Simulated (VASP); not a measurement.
# Si2W (I4/mmm) in VASP: further runs, part 2 of 3

VASP 6.6.1.

### Step 4. Single point, BLYP+D4

This run uses another cell than the first one, of 13.45 Å³/atom, 1.023 times its volume.

INCAR

```
SYSTEM = Si2W
  PREC = Accurate
  ENCUT = 520
  EDIFF = 1E-7
  ISMEAR = -1
  SIGMA = 0.05
  LREAL = .FALSE.
  LASPH = .TRUE.
  NELM = 100
  ALGO = Normal
  ISIF = 2
  LWAVE = .FALSE.
  LCHARG = .FALSE.
  GGA = B5
  ALDAX = 1.0
  AGGAX = 1.0
  AGGAC = 1.0
  ALDAC = 0.0
  IVDW = 13
  VDW_S6 = 1.0
  VDW_S8 = 2.34076671
  VDW_A1 = 0.44488865
  VDW_A2 = 4.0933009
  NBANDS = 18
```

KPOINTS

```
Automatic mesh
0
G
  12 12 12
  0 0 0
```

POSCAR

```
Si2W
1.0
   -1.6071286788      1.6071286788      3.9063469198
    1.6071286788     -1.6071286788      3.9063469198
    1.6071286788      1.6071286788     -3.9063469198
W Si
1 2
Direct
    0.0000000000      0.0000000000      0.0000000000
    0.6652049443      0.6652049443      0.0000000000
    0.3347950557      0.3347950557      0.0000000000
```

Potentials or basis: VASP PAW PBE potentials, release 64 (W_sv, Si).

Launch:

```bash
> cat potpaw_PBE.64/W_sv/POTCAR potpaw_PBE.64/Si/POTCAR > POTCAR
> mpirun -np 1 vasp_std > vasp.out
```

OUTCAR:

```text
SYSTEM = Si2W
   PREC = Accurate
   ENCUT = 520
   EDIFF = 1E-7
   ISMEAR = -1
   LREAL = .FALSE.
   LASPH = .TRUE.
   NELM = 100
   ISIF = 2
   GGA = B5
   IVDW = 13

 ion  position               nearest neighbor table
   1  0.000  0.000  0.000-   2 2.61   2 2.61   2 2.61   3 2.61   3 2.61   3 2.61   2 2.61   3 2.61
                             2 2.62   3 2.62
   2  0.665  0.665  0.000-   3 2.58   1 2.61   1 2.61   1 2.61   1 2.61   1 2.62   3 2.63   3 2.63
                             3 2.63   3 2.63
   3  0.335  0.335  0.000-   2 2.58   1 2.61   1 2.61   1 2.61   1 2.61   1 2.62   2 2.63   2 2.63
                             2 2.63   2 2.63

  LATTYP: Found a body centered tetragonal cell.
 ALAT       =     3.2142573576
 C/A-ratio  =     2.4306373045

  Lattice vectors:

 A1 = (  -1.6071286788,   1.6071286788,   3.9063469198)
 A2 = (   1.6071286788,  -1.6071286788,   3.9063469198)
 A3 = (   1.6071286788,   1.6071286788,  -3.9063469198)

Analysis of symmetry for initial positions (statically):
=====================================================================
 Subroutine PRICEL returns:
 Original cell was already a primitive cell.

 Routine SETGRP: Setting up the symmetry group for a
 body centered tetragonal supercell.

 Subroutine GETGRP returns: Found 16 space group operations
 (whereof 16 operations were pure point group operations)
 out of a pool of 16 trial point group operations.

The static configuration has the point symmetry D_4h.

Analysis of symmetry for dynamics (positions and initial velocities):
=====================================================================
 Subroutine PRICEL returns:
 Original cell was already a primitive cell.

 Routine SETGRP: Setting up the symmetry group for a
 body centered tetragonal supercell.

 Subroutine GETGRP returns: Found 16 space group operations
 (whereof 16 operations were pure point group operations)
 out of a pool of 16 trial point group operations.

The dynamic configuration has the point symmetry D_4h.

 Subroutine INISYM returns: Found 16 space group operations
 (whereof 16 operations are pure point group operations),
 and found     1 'primitive' translations

----------------------------------------------------------------------------------------

                                     Primitive cell

  volume of cell :      40.3582

  direct lattice vectors                    reciprocal lattice vectors
    -1.607128679  1.607128679  3.906346920     0.000000000  0.311113856  0.127996824
     1.607128679 -1.607128679  3.906346920     0.311113856  0.000000000  0.127996824
     1.607128679  1.607128679 -3.906346920     0.311113856  0.311113856  0.000000000

  length of vectors
     4.519432646  4.519432646  4.519432646     0.336414950  0.336414950  0.439981434

  position of ions in fractional coordinates (direct lattice)
     0.000000000  0.000000000  0.000000000
     0.665204944  0.665204944  0.000000000
     0.334795056  0.334795056  0.000000000

  ion indices of the primitive-cell ions
   primitive index   ion index
                 1           1
                 2           2
                 3           3

----------------------------------------------------------------------------------------

 KPOINTS: Automatic mesh

Automatic generation of k-mesh.
 Grid dimensions read from file:
 generate k-points for:   12   12   12
[... 22 lines left out ...]
  0.083333  0.000000 -0.000000      8.000000
  0.166667  0.000000 -0.000000      8.000000
  0.250000 -0.000000  0.000000      8.000000
  0.333333  0.000000 -0.000000      8.000000
  0.416667  0.000000 -0.000000      8.000000
[... 16 lines left out ...]
  0.500000  0.166667  0.000000     16.000000
 -0.416667  0.166667  0.000000     16.000000
 [... further k-points ...]
   k-points           NKPTS =    163   k-points in BZ     NKDIM =    163   number of bands    NBANDS=     18
   number of dos      NEDOS =    301   number of ions     NIONS =      3
   total plane-waves  NPLWV =  46656
   dimension x,y,z NGX =    36 NGY =   36 NGZ =   36
   dimension x,y,z NGXF=    72 NGYF=   72 NGZF=   72
   ions per type =               1   2
   NGX,Y,Z   is equivalent  to a cutoff of  13.24, 13.24, 13.24 a.u.
   NGXF,Y,Z  is equivalent  to a cutoff of  26.48, 26.48, 26.48 a.u.
 SYSTEM =  Si2W
   PREC   = accura    normal or accurate (medium, high low for compatibility)
   ISTART =      0    job   : 0-new  1-cont  2-samecut
   ICHARG =      2    charge: 1-file 2-atom 10-const
   ISPIN  =      1    spin polarized calculation?
   LNONCOLLINEAR =      F non collinear calculations
   LSORBIT =      F    spin-orbit coupling
   LASPH  =      T    aspherical Exc in radial PAW
   ENCUT  =  520.0 eV  38.22 Ry    6.18 a.u.   8.40  8.40  8.40*2*pi/ulx,y,z
   NELM   =    100;   NELMIN=  2; NELMDL= -5     # of ELM steps
   EDIFF  = 0.1E-06   stopping-criterion for ELM
   LREAL  =      F    real-space projection
   EDIFFG = 0.1E-05   stopping-criterion for IOM
   NSW    =      0    number of steps for IOM
   IBRION =     -1    ionic relax: 0-MD 1-quasi-New 2-CG
   NFREE  =      0    steps in history (QN), initial steepest desc. (CG)
   ISIF   =      2    stress and relaxation
   ISYM   =      2    0-nonsym 1-usesym 2-fastsym
   POTIM  = 0.5000    time-step for ionic-motion
   TEBEG  =    0.0;   TEEND  =   0.0 temperature during run
   PSTRESS=    0.0 pullay stress
   NELECT =      22.0000    total number of electrons
   NUPDOWN=      -1.0000    fix difference up-down
   EMIN   =  10.00;   EMAX   =-10.00  energy-range for DOS
   EFERMI =   0.00;   METHOD = LEGACY
   ISMEAR =    -1;   SIGMA  =   0.05  broadening in eV -4-tet -1-fermi 0-gaus
   EFERMI_NEDOS =   21; number of points for ismear=-14 and -15
   IALGO  =     38    algorithm
   IMIX   =      4    mixing-type and parameters
     AMIX     =   0.40;   BMIX     =  1.00
     AMIX_MAG =   1.60;   BMIX_MAG =  1.00
  volume/ion in A,a.u.               =      13.45        90.78
  Fermi-wavevector in a.u.,A,eV,Ry     =   1.337329  2.527186 24.333334  1.788450
  Thomas-Fermi vector in A             =   2.465886
   LORBIT       =      0    0 simple, 1 ext, 2 COOP (PROOUT), +10 PAW based schemes
   GGA     = B5    functional components
   LHFCALC =     F    Hartree Fock is set to
   AEXX    =    0.0000 exact exchange contribution
   IVDW    =    13    specifies the selected vdW correction
   LEPSILON=     F    determine dielectric tensor
   LRPA    =     F    only Hartree local field effects (RPA)
 non-spin polarized calculation
  energy-cutoff  :      520.00
  volume of cell :       40.36
 maximum number of plane-waves:      1110
 NGX is ok and might be reduce to    36
   NGX = 17   NGY = 17   NGZ = 17

 number of electron      21.9999999 magnetization

 Free energy of the ion-electron system (eV)
  ---------------------------------------------------
  ext. energy  EPLUGINS =         0.00000000
  ---------------------------------------------------
  free energy    TOTEN  =       -20.58914483 eV

  energy without entropy =      -20.58698556  energy(sigma->0) =      -20.58806519

 E-fermi :  12.4652     XC(G=0): -11.8908

 val. band max:       12.4000377512   @ k =  -0.3333  -0.4167   0.3333
 cond. band min:      12.4983190274   @ k =  -0.4167  -0.4167   0.3333
 fundamental gap:      0.0982812762
 Fermi energy:        12.4651980826

 k-point     1 :       0.0000    0.0000    0.0000
  band No.  band energies     occupation
      1     -60.9378      2.00000
      2     -25.4685      2.00000
      3     -25.4518      2.00000
      4     -25.4518      2.00000
      5      -1.5073      2.00000
      6       5.7249      2.00000
[... 481 lines left out ...]
      5       1.5523      2.00000
      6       4.2075      2.00000
[... 10 lines left out ...]
     17      19.5699      0.00000
     18      20.8543      0.00000

 [... further k-points ...]

------------------------ aborting loop because EDIFF is reached ----------------------------------------

  DFT-D4 for vdW energy calculation

  Edisp (eV):   -3.31677

  FORCE on cell =-STRESS in cart. coord.  units (eV):
  Direction    XX          YY          ZZ          XY          YZ          ZX
  --------------------------------------------------------------------------------------
  -------------------------------------------------------------------------------------
  Total       0.28151     0.28151     0.32473     0.00000    -0.00000    -0.00000
  in kB      11.17580    11.17580    12.89132     0.00000    -0.00000    -0.00000
  external pressure =       11.75 kB  Pullay stress =        0.00 kB

 VOLUME and BASIS-vectors are now :
 -----------------------------------------------------------------------------
  energy-cutoff  :      520.00
  volume of cell :       40.36
      direct lattice vectors                 reciprocal lattice vectors
    -1.607128679  1.607128679  3.906346920     0.000000000  0.311113856  0.127996824
     1.607128679 -1.607128679  3.906346920     0.311113856  0.000000000  0.127996824
     1.607128679  1.607128679 -3.906346920     0.311113856  0.311113856  0.000000000

 POSITION                                       TOTAL-FORCE (eV/Angst)
 -----------------------------------------------------------------------------------
      0.00000      0.00000      0.00000        -0.000000     -0.000000      0.000000
      0.00000      0.00000      5.19704         0.000000      0.000000      0.007964
      0.00000      0.00000      2.61565         0.000000      0.000000     -0.007964
 -----------------------------------------------------------------------------------
    total drift:                                0.000000      0.000000     -0.000000

  FREE ENERGIE OF THE ION-ELECTRON SYSTEM (eV)
  ---------------------------------------------------
  free  energy   TOTEN  =       -23.9059174968 eV

  energy  without entropy=      -23.9037582243  energy(sigma->0) =      -23.90483786
```

OSZICAR:

```text
N       E                     dE             d eps       ncg     rms          rms(c)
DAV:   1     0.136980317938E+03    0.13698E+03   -0.10957E+04  5868   0.124E+03
DAV:   2    -0.165377550438E+02   -0.15352E+03   -0.14982E+03  6764   0.322E+02
DAV:   3    -0.213261031782E+02   -0.47883E+01   -0.47097E+01  7476   0.505E+01
DAV:   4    -0.213719059129E+02   -0.45803E-01   -0.45736E-01  6964   0.507E+00
DAV:   5    -0.213723998225E+02   -0.49391E-03   -0.49387E-03  7008   0.570E-01    0.249E+01
DAV:   6    -0.206463732533E+02    0.72603E+00   -0.38263E+00  6284   0.137E+01    0.822E+00
DAV:   7    -0.205990891633E+02    0.47284E-01   -0.28417E-01  6270   0.311E+00    0.476E+00
DAV:   8    -0.205885103974E+02    0.10579E-01   -0.43355E-02  6488   0.175E+00    0.268E-01
DAV:   9    -0.205889316835E+02   -0.42129E-03   -0.15934E-03  6884   0.306E-01    0.158E-01
DAV:  10    -0.205891391655E+02   -0.20748E-03   -0.38749E-04  6642   0.153E-01    0.341E-02
DAV:  11    -0.205891446252E+02   -0.54596E-05   -0.40829E-05  6866   0.471E-02    0.110E-02
DAV:  12    -0.205891451937E+02   -0.56858E-06   -0.33573E-06  6916   0.115E-02    0.370E-03
DAV:  13    -0.205891448514E+02    0.34232E-06   -0.36069E-07  6378   0.525E-03    0.148E-03
DAV:  14    -0.205891448290E+02    0.22458E-07   -0.11576E-08  3282   0.904E-04
   1 F= -.23905917E+02 E0= -.23904838E+02  d E =-.215927E-02
```

It took 2.4 min on 1 thread of AMD EPYC 9R14 (Zen 4), shared host; peak memory 0.25 GiB.

Results:

```
Free energy                : -23.9059 eV
Pressure                   : 1.2 GPa
Largest force              : 0.008 eV/Å
Band gap on the k mesh     : zero (band 11 reaches 13.16 eV, above the bottom of band 12 at 11.89 eV)
Dispersion energy per atom : -1.106 eV
```

Forces on the atoms (eV/Å):
```
W    0.000  0.000  0.000
Si   0.000  0.000  0.008
Si   0.000  0.000 -0.008
```

Caveat: the PAW data sets were made with another functional, which shifts forces and pressure a little; spin-orbit coupling is left out, which moves the levels of the heavy elements; pairwise dispersion overbinds metals, which lowers pressure and volume.

[end of part 2 of 3]
